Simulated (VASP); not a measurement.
# As (P-1) in VASP: notebook

Runs on As. Level: LDA. Tasks: electric field gradients.

Everything below comes from runs of VASP 6.6.1. Logs are shortened: lines on timing, memory, paths and dates and some standing lists are left out, and cuts for length are marked.

## Step 1: The cell of the first run

The typed cell holds 2 atoms: a = 4.076 Å, b = 4.118 Å, c = 4.125 Å, α = 54.53°, β = 54.31°, γ = 54.62°.

## Step 2: Electric field gradients, LDA (equal xy, yz and zx shear strains of -1 %)

INCAR reads:

```
SYSTEM = As
ALGO = Normal ; EDIFF = 1E-8
ENCUT = 520 ; ISIF = 2
ISMEAR = -1 ; LASPH = .True.
LCHARG = .False. ; LEFG = .True.
LREAL = .False. ; LWAVE = .False.
NBANDS = 12 ; NELM = 80
PREC = Accurate ; SIGMA = 0.05
```

KPOINTS reads:

```
k-points
0
Gamma
  13 13 13
  0 0 0
```

POSCAR reads:

```
As
1.0
    1.8568942382      1.0584462580      3.4709448834
   -1.9026046768      1.0772437526      3.4897423780
   -0.0065761114     -2.1879765606      3.4966227386
As
2
Direct
    0.2275400000      0.2275400000      0.2275400000
    0.7724600000      0.7724600000      0.7724600000
```

Potentials or basis: VASP PAW LDA potentials, release 64 (As).

The run is started by

```bash
cat potpaw_LDA.64/As/POTCAR > POTCAR
mpirun -np 1 vasp_std > vasp.out
```

OUTCAR:

```text
SYSTEM = As
   EDIFF = 1E-8
   ENCUT = 520
   ISIF = 2
   ISMEAR = -1
   LASPH = .True.
   LREAL = .False.
   NELM = 80
   PREC = Accurate

 ion  position               nearest neighbor table
   1  0.228  0.228  0.228-   2 2.51   2 2.52   2 2.52
   2  0.772  0.772  0.772-   1 2.51   1 2.52   1 2.52

  LATTYP: Found a triclinic cell.
 ALAT       =     3.7595929013
 B/A-ratio  =     1.0043097986
 C/A-ratio  =     1.0842267269
 COS(alpha) =     0.0057530450
 COS(beta)  =     0.4499726294
 COS(gamma) =     0.5064554505

  Lattice vectors:

 A1 = (  -3.7594989150,   0.0187974946,   0.0187974946)
 A2 = (  -1.8960285654,   3.2652203132,  -0.0068803606)
 A3 = (  -1.8568942382,  -1.0584462580,  -3.4709448834)

Analysis of symmetry for initial positions (statically):
=====================================================================
 Subroutine PRICEL returns:
 Original cell was already a primitive cell.

 Routine SETGRP: Setting up the symmetry group for a
 triclinic supercell.

 Subroutine GETGRP returns: Found  2 space group operations
 (whereof  2 operations were pure point group operations)
 out of a pool of  2 trial point group operations.

The static configuration has the point symmetry S_2 .

Analysis of symmetry for dynamics (positions and initial velocities):
=====================================================================
 Subroutine PRICEL returns:
 Original cell was already a primitive cell.

 Routine SETGRP: Setting up the symmetry group for a
 triclinic supercell.

 Subroutine GETGRP returns: Found  2 space group operations
 (whereof  2 operations were pure point group operations)
 out of a pool of  2 trial point group operations.

The dynamic configuration has the point symmetry S_2 .

 Subroutine INISYM returns: Found  2 space group operations
 (whereof  2 operations are pure point group operations),
 and found     1 'primitive' translations

----------------------------------------------------------------------------------------

                                     Primitive cell

  volume of cell :      42.6635

  direct lattice vectors                    reciprocal lattice vectors
     1.856894238  1.058446258  3.470944883     0.267258576  0.155396063  0.097740160
    -1.902604677  1.077243753  3.489742378    -0.264753948  0.152722633  0.095066730
    -0.006576111 -2.187976561  3.496622739    -0.001062944 -0.306677013  0.094088187

  length of vectors
     4.076251106  4.118089426  4.124761236     0.324234825  0.320088330  0.320787324

  position of ions in fractional coordinates (direct lattice)
     0.227540000  0.227540000  0.227540000
     0.772460000  0.772460000  0.772460000

  ion indices of the primitive-cell ions
   primitive index   ion index
                 1           1
                 2           2

----------------------------------------------------------------------------------------

 KPOINTS: k-points

Automatic generation of k-mesh.
 Grid dimensions read from file:
 generate k-points for:   13   13   13

 Generating k-lattice:

  Cartesian coordinates                     Fractional coordinates (reciprocal lattice)
     0.020558352  0.011953543  0.007518474     0.076923077  0.000000000  0.000000000
    -0.020365688  0.011747895  0.007312825     0.000000000  0.076923077  0.000000000
    -0.000081765 -0.023590539  0.007237553     0.000000000  0.000000000  0.076923077

  Length of vectors
     0.024941140  0.024622179  0.024675948

  Shift w.r.t. Gamma in fractional coordinates (k-lattice)
     0.000000000  0.000000000  0.000000000

 Subroutine IBZKPT returns following result:
 ===========================================

 Found   1099 irreducible k-points:

 Following reciprocal coordinates:
            Coordinates               Weight
  0.000000  0.000000  0.000000      1.000000
  0.076923  0.000000  0.000000      2.000000
  0.153846  0.000000  0.000000      2.000000
  0.230769  0.000000 -0.000000      2.000000
  0.307692  0.000000  0.000000      2.000000
  0.384615  0.000000  0.000000      2.000000
[... 16 lines left out ...]
  0.153846  0.153846  0.000000      2.000000
  0.230769  0.153846  0.000000      2.000000
 [... further k-points ...]
   k-points           NKPTS =   1099   k-points in BZ     NKDIM =   1099   number of bands    NBANDS=     12
   number of dos      NEDOS =    301   number of ions     NIONS =      2
   total plane-waves  NPLWV =  30720
   dimension x,y,z NGX =    30 NGY =   32 NGZ =   32
   dimension x,y,z NGXF=    60 NGYF=   64 NGZF=   64
   ions per type =               2
   NGX,Y,Z   is equivalent  to a cutoff of  12.24, 12.92, 12.90 a.u.
   NGXF,Y,Z  is equivalent  to a cutoff of  24.47, 25.84, 25.79 a.u.
 SYSTEM =  As
   PREC   = accura    normal or accurate (medium, high low for compatibility)
   ISTART =      0    job   : 0-new  1-cont  2-samecut
   ICHARG =      2    charge: 1-file 2-atom 10-const
   ISPIN  =      1    spin polarized calculation?
   LNONCOLLINEAR =      F non collinear calculations
   LSORBIT =      F    spin-orbit coupling
   LASPH  =      T    aspherical Exc in radial PAW
   ENCUT  =  520.0 eV  38.22 Ry    6.18 a.u.   7.58  7.66  7.67*2*pi/ulx,y,z
   NELM   =     80;   NELMIN=  2; NELMDL= -5     # of ELM steps
   EDIFF  = 0.1E-07   stopping-criterion for ELM
   LREAL  =      F    real-space projection
   EDIFFG = 0.1E-06   stopping-criterion for IOM
   NSW    =      0    number of steps for IOM
   IBRION =     -1    ionic relax: 0-MD 1-quasi-New 2-CG
   NFREE  =      0    steps in history (QN), initial steepest desc. (CG)
   ISIF   =      2    stress and relaxation
   ISYM   =      2    0-nonsym 1-usesym 2-fastsym
   POTIM  = 0.5000    time-step for ionic-motion
   TEBEG  =    0.0;   TEEND  =   0.0 temperature during run
   PSTRESS=    0.0 pullay stress
   NELECT =      10.0000    total number of electrons
   NUPDOWN=      -1.0000    fix difference up-down
   EMIN   =  10.00;   EMAX   =-10.00  energy-range for DOS
   EFERMI =   0.00;   METHOD = LEGACY
   ISMEAR =    -1;   SIGMA  =   0.05  broadening in eV -4-tet -1-fermi 0-gaus
   EFERMI_NEDOS =   21; number of points for ismear=-14 and -15
   IALGO  =     38    algorithm
   IMIX   =      4    mixing-type and parameters
     AMIX     =   0.40;   BMIX     =  1.00
     AMIX_MAG =   1.60;   BMIX_MAG =  1.00
  volume/ion in A,a.u.               =      21.33       143.95
  Fermi-wavevector in a.u.,A,eV,Ry     =   1.009383  1.907457 13.862349  1.018854
  Thomas-Fermi vector in A             =   2.142308
   LORBIT       =      0    0 simple, 1 ext, 2 COOP (PROOUT), +10 PAW based schemes
   GGA     = CA    functional components
   LHFCALC =     F    Hartree Fock is set to
   AEXX    =    0.0000 exact exchange contribution
   IVDW    =     0    specifies the selected vdW correction
   LEPSILON=     F    determine dielectric tensor
   LRPA    =     F    only Hartree local field effects (RPA)
 non-spin polarized calculation
  energy-cutoff  :      520.00
  volume of cell :       42.66
 maximum number of plane-waves:      1164
   NGX = 15   NGY = 15   NGZ = 15

 number of electron      10.0000000 magnetization

 number of electron       9.9999999 magnetization

 Free energy of the ion-electron system (eV)
  ---------------------------------------------------
  ext. energy  EPLUGINS =         0.00000000
  ---------------------------------------------------
  free energy    TOTEN  =       -10.76595165 eV

  energy without entropy =      -10.76486392  energy(sigma->0) =      -10.76540779

 E-fermi :   5.5795     XC(G=0): -10.2030

 val. band max:        5.5489392678   @ k =   0.0769   0.0769   0.4615
 cond. band min:       5.5940921192   @ k =   0.3846   0.1538   0.1538
 fundamental gap:      0.0451528515
 Fermi energy:         5.5795429359

 k-point     1 :       0.0000    0.0000    0.0000
  band No.  band energies     occupation
      1      -9.5541      2.00000
      2      -0.2900      2.00000
      3       3.0055      2.00000
      4       3.4438      2.00000
      5       3.6389      2.00000
      6       7.2703      0.00000
      7       8.3998      0.00000
      8       8.5476      0.00000
      9      12.2653      0.00000
     10      12.3983      0.00000
     11      12.7416      0.00000
     12      14.2175      0.00000
[... 331 lines left out ...]
 k-point    24 :       0.2308    0.1538    0.0000
  band No.  band energies     occupation
      1      -8.8885      2.00000
      2      -2.0042      2.00000
      3       1.9489      2.00000
      4       2.6450      2.00000
      5       4.4785      2.00000
      6       6.7717      0.00000
      7       7.9637      0.00000
      8       8.9801      0.00000
      9      10.8391      0.00000
     10      12.9839      0.00000
     11      13.8687      0.00000
     12      15.2663      0.00000

 [... further k-points ...]

------------------------ aborting loop because EDIFF is reached ----------------------------------------

  FORCE on cell =-STRESS in cart. coord.  units (eV):
  Direction    XX          YY          ZZ          XY          YZ          ZX
  --------------------------------------------------------------------------------------
  -------------------------------------------------------------------------------------
  Total       -0.2908321     -0.1049490     -0.4809819      0.0514041      0.2025769      0.1102086
  in kB      -10.9218517     -3.9412338    -18.0627029      1.9304200      7.6075357      4.1387529
  external PRESSURE =     -10.9752628 kB  Pullay stress =       0.0000000 kB

 VOLUME and BASIS-vectors are now :
 -----------------------------------------------------------------------------
  energy-cutoff  :      520.00
  volume of cell :       42.66
      direct lattice vectors                 reciprocal lattice vectors
     1.856894238  1.058446258  3.470944883     0.267258576  0.155396063  0.097740160
    -1.902604677  1.077243753  3.489742378    -0.264753948  0.152722633  0.095066730
    -0.006576111 -2.187976561  3.496622739    -0.001062944 -0.306677013  0.094088187

 POSITION                                       TOTAL-FORCE (eV/Angst)
 -----------------------------------------------------------------------------------
     -0.01190     -0.01190      2.37946         0.047082      0.066123      0.138739
     -0.04039     -0.04039      8.07785        -0.047082     -0.066123     -0.138739
 -----------------------------------------------------------------------------------
    total drift:                               -0.000000      0.000000     -0.000000

  FREE ENERGIE OF THE ION-ELECTRON SYSTEM (eV)
  ---------------------------------------------------
  free  energy   TOTEN  =       -10.7659516515 eV

  energy  without entropy=      -10.7648639240  energy(sigma->0) =      -10.76540779

 Electric field gradients (V/A^2)
---------------------------------------------------------------------
 ion       V_xx      V_yy      V_zz      V_xy      V_xz      V_yz
---------------------------------------------------------------------
   1      24.751    20.914   -45.665    -1.345    -2.524    -4.706
   2      24.751    20.914   -45.665    -1.345    -2.524    -4.706
---------------------------------------------------------------------

 Electric field gradients after diagonalization (V/A^2)
 (convention: |V_zz| > |V_xx| > |V_yy|)
----------------------------------------------------------------------
 ion       V_xx      V_yy      V_zz     asymmetry (V_yy - V_xx)/ V_zz
----------------------------------------------------------------------
   1      25.191    20.902   -46.092       0.093
   2      25.191    20.902   -46.092       0.093
----------------------------------------------------------------------

           NMR quadrupolar parameters

 Cq : quadrupolar parameter    Cq=e*Q*V_zz/h
 eta: asymmetry parameters     (V_yy - V_xx)/ V_zz
 Q  : nuclear electric quadrupole moment in mb (millibarn)
----------------------------------------------------------------------
 ion       Cq(MHz)       eta       Q (mb)
----------------------------------------------------------------------
   1      -0.111       0.093       1.000
   2      -0.111       0.093       1.000
----------------------------------------------------------------------
```

Run time: 6.4 min. Hardware: 1 thread of Intel Xeon Platinum 8259CL at 2.50GHz (Skylake/Cascade Lake), shared host; peak memory 0.55 GiB.

Results:

- Free energy: -10.7660 eV
- Pressure: -1.1 GPa
- Largest force: 0.161 eV/Å
- Band gap on the k mesh: zero (bands 5 and 6 overlap by 0.46 eV)
- Largest electric field gradient by atom: As -46.1 V/Å²

Forces on the atoms (eV/Å):
```
As   0.047  0.066  0.139
As  -0.047 -0.066 -0.139
```

Levels at points of the mesh, in eV from the Fermi level:
| k point | band 2 | band 3 | band 4 | band 5 | band 6 | band 7 | band 8 | band 9 |
| --- | --- | --- | --- | --- | --- | --- | --- | --- |
| (0.00, 0.00, 0.00) | -5.87 | -2.57 | -2.14 | -1.94 | 1.69 | 2.82 | 2.97 | 6.69 |

Electric field gradients, principal values (V/Å²):
| atom | least | middle | greatest (by size) |
| --- | --- | --- | --- |
| 1 As | 20.902 | 25.191 | -46.092 |
| 2 As | 20.902 | 25.191 | -46.092 |

Caveat: the cell differs from its parent crystal (equal xy, yz and zx shear strains of -1 %); without QUAD_EFG the Cq values of the log hold for a quadrupole moment of 1 mb, not for the nuclei.

(Continued in part 2 of 2.)

The gap in the log of VASP goes by the Fermi energy; the results here count the filled bands.